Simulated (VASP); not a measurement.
# TlCl (CsCl type) in VASP: settings compared, part 2 of 2

VASP 6.6.1.

## (5) Single point, PBE, non-collinear spin, zero start, spin-orbit coupling

INCAR

```
ALGO     = Normal         # electronic algorithm
EDIFF    = 1E-6           # SCF threshold, eV
ENCUT    = 500            # plane-wave cutoff, eV
GGA      = PE             # functional
GGA_COMPAT= F            
ISIF     = 2              # what is computed and relaxed
ISMEAR   = -1             # smearing method
LASPH    = T              # aspherical terms in the spheres
LCHARG   = T              # write CHGCAR
LORBIT   = 11             # projections on sites
LORBMOM  = T            
LREAL    = F              # projectors in reciprocal space
LSORBIT  = T              # spin-orbit coupling
LVHAR    = T            
LWAVE    = F              # write WAVECAR
MAGMOM   = 0 0 0 0 0 0    # initial moments
NBANDS   = 32             # bands
NELM     = 200            # most SCF steps
PREC     = Accurate       # precision mode
SIGMA    = 0.02           # smearing width, eV
```

KPOINTS

```
k-points
0
Gamma
  6 6 6
```

POSCAR

```
TlCl
1.0
    3.9000000000      0.0000000000      0.0000000000
    0.0000000000      3.9000000000      0.0000000000
    0.0000000000      0.0000000000      3.9000000000
Tl Cl
1 1
Direct
    0.0000000000      0.0000000000      0.0000000000
    0.5000000000      0.5000000000      0.5000000000
```

Potentials or basis: VASP PAW PBE potentials, release 64 (Tl_d, Cl).

Command:

```bash
$ cat potpaw_PBE.64/Tl_d/POTCAR potpaw_PBE.64/Cl/POTCAR > POTCAR
$ mpirun -np 1 vasp_ncl > vasp.out
```

OUTCAR:

```text
EDIFF = 1E-6
   ENCUT = 500
   GGA = PE
   ISIF = 2
   ISMEAR = -1
   LASPH = T
   LORBIT = 11
   LREAL = F
   LSORBIT = T
   NELM = 200
   PREC = Accurate

 ion  position               nearest neighbor table
   1  0.000  0.000  0.000-   2 3.38   2 3.38   2 3.38   2 3.38   2 3.38   2 3.38   2 3.38   2 3.38

   2  0.500  0.500  0.500-   1 3.38   1 3.38   1 3.38   1 3.38   1 3.38   1 3.38   1 3.38   1 3.38

  LATTYP: Found a simple cubic cell.
 ALAT       =     3.9000000000

  Lattice vectors:

 A1 = (   3.9000000000,   0.0000000000,   0.0000000000)
 A2 = (   0.0000000000,   3.9000000000,   0.0000000000)
 A3 = (   0.0000000000,   0.0000000000,   3.9000000000)

Analysis of symmetry for initial positions (statically):
=====================================================================
 Subroutine PRICEL returns:
 Original cell was already a primitive cell.

 Routine SETGRP: Setting up the symmetry group for a
 simple cubic supercell.

 Subroutine GETGRP returns: Found 48 space group operations
 (whereof 48 operations were pure point group operations)
 out of a pool of 48 trial point group operations.

[... 957 lines left out ...]
     0.0000000     0.0000000     0.0000000     0.0000000     0.0000000     0.0000000     0.0000000
     0.0000000     0.0000000     0.0000000     0.0000000     0.0000000     0.0000000     0.0000000
     0.0000000     0.0000000     0.0000000     0.0000000     0.0000000     0.0000000     0.0000000
     0.0000000     0.0000000     0.0000000     0.0000000     0.0000000     0.0000000     0.0000000
     0.0000000     0.0000000     0.0000000     0.0000000     0.0000000     0.0000000     0.0000000

 Ion:    2  E_soc:     -0.0041038
 l=   1
     0.0000000    -0.0006840    -0.0006840
    -0.0006840     0.0000000    -0.0006840
    -0.0006840    -0.0006840     0.0000000
 l=   2
     0.0000000     0.0000000     0.0000000     0.0000000     0.0000000
     0.0000000     0.0000000     0.0000000     0.0000000     0.0000000
     0.0000000     0.0000000     0.0000000     0.0000000     0.0000000
     0.0000000     0.0000000     0.0000000     0.0000000     0.0000000
     0.0000000     0.0000000     0.0000000     0.0000000     0.0000000
 l=   3
     0.0000000     0.0000000     0.0000000     0.0000000     0.0000000     0.0000000     0.0000000
     0.0000000     0.0000000     0.0000000     0.0000000     0.0000000     0.0000000     0.0000000
     0.0000000     0.0000000     0.0000000     0.0000000     0.0000000     0.0000000     0.0000000
     0.0000000     0.0000000     0.0000000     0.0000000     0.0000000     0.0000000     0.0000000
     0.0000000     0.0000000     0.0000000     0.0000000     0.0000000     0.0000000     0.0000000
     0.0000000     0.0000000     0.0000000     0.0000000     0.0000000     0.0000000     0.0000000
     0.0000000     0.0000000     0.0000000     0.0000000     0.0000000     0.0000000     0.0000000

 total charge

# of ion       s       p       d       tot
------------------------------------------
    1        1.314   0.113   9.669  11.095
    2        1.602   3.493   0.000   5.095
--------------------------------------------------
tot          2.916   3.606   9.669  16.190

 magnetization (x)

# of ion       s       p       d       tot
------------------------------------------
    1       -0.000   0.000   0.000  -0.000
    2       -0.000   0.000   0.000  -0.000
--------------------------------------------------
tot         -0.000   0.000   0.000  -0.000

 magnetization (y)

# of ion       s       p       d       tot
------------------------------------------
    1       -0.000  -0.000  -0.000  -0.000
    2       -0.000   0.000   0.000  -0.000
--------------------------------------------------
tot         -0.000  -0.000  -0.000  -0.000

 magnetization (z)

# of ion       s       p       d       tot
------------------------------------------
    1        0.000  -0.000   0.000   0.000
    2       -0.000   0.000   0.000  -0.000
--------------------------------------------------
tot          0.000  -0.000   0.000   0.000
```

Run time: 1.8 min. Hardware: 1 thread of Oxide Virtual Turin-like, shared host; peak memory 0.23 GiB.

Results:

* Free energy: -6.1929 eV
* Pressure: -0.2 GPa
* Net moment: 0.00 μB per cell
* Valence electrons inside the program's atomic spheres: Tl 11.10; Cl 5.09

Moments on the atoms (μB; x, y, z):
```
Tl  0.00 0.00 0.00
Cl  0.00 0.00 0.00
```

## (6) Single point, PBE, non-collinear spin, zero start, spin-orbit coupling

INCAR

```
SYSTEM = TlCl
PREC = Accurate ; ENCUT = 500
EDIFF = 1E-6 ; ISMEAR = -1
SIGMA = 0.02 ; LREAL = .False.
LASPH = .True. ; NELM = 200
ALGO = Normal ; ISIF = 2
LWAVE = .False. ; LCHARG = .False.
LNONCOLLINEAR = .True. ; MAGMOM = 0 0 0 0 0 0
LORBIT = 11 ; LSORBIT = .True.
GGA_COMPAT = .False. ; LORBMOM = .True.
GGA = PE ; NBANDS = 32
```

KPOINTS

```
regular mesh
0
Gamma
  6 6 6
  0 0 0
```

POSCAR is that of step 5.

Potentials or basis: VASP PAW PBE potentials, release 64 (Tl_d, Cl).

Command:

```bash
$ cat potpaw_PBE.64/Tl_d/POTCAR potpaw_PBE.64/Cl/POTCAR > POTCAR
$ mpirun -np 1 vasp_ncl > vasp.out
```

Run time: 90 s. Hardware: 1 thread of Oxide Virtual Turin-like, shared host; peak memory 0.23 GiB.

Results (log left out):

| Quantity | Value |
| --- | --- |
| Free energy | -6.1929 eV |
| Pressure | -0.2 GPa |
| Net moment | 0.00 μB per cell |
| Valence electrons inside the program's atomic spheres | Tl 11.10; Cl 5.09 |

Moments on the atoms (μB; x, y, z):
```
Tl  0.00 0.00 0.00
Cl  0.00 0.00 0.00
```

## (7) The runs side by side

| level | spin | cell | k mesh | cutoff (eV) | smearing | gap on the mesh (eV) | pressure (GPa) |
| --- | --- | --- | --- | --- | --- | --- | --- |
| r2SCAN | off | as given, atomic positions A | 6 × 6 × 6 | 550 | fermi-dirac 0.02 eV | 2.63 | -1.2 |
| PBE | off | as given, atomic positions B | 8 × 8 × 8 | 500 | fermi-dirac 0.1 eV | 2.20 | -0.1 |
| PBE | non-collinear, zero start, SOC | as given, atomic positions A | 6 × 6 × 6 | 500 | fermi-dirac 0.02 eV | - | -0.2 |

Alike in all rows: task single point; potentials or basis VASP PAW PBE potentials, release 64 (Tl_d, Cl).

The pressure there spans -1.2 GPa (r2SCAN) to -0.1 GPa (PBE); a positive pressure means that this level wants a larger cell, a negative one a smaller.

Caveats: spin-orbit coupling is left out, which moves the levels of the heavy elements (at least some runs); the PAW data sets were made with another functional, which shifts forces and pressure a little (at least some runs).

Absolute energies hang on the potentials; compare differences alone.
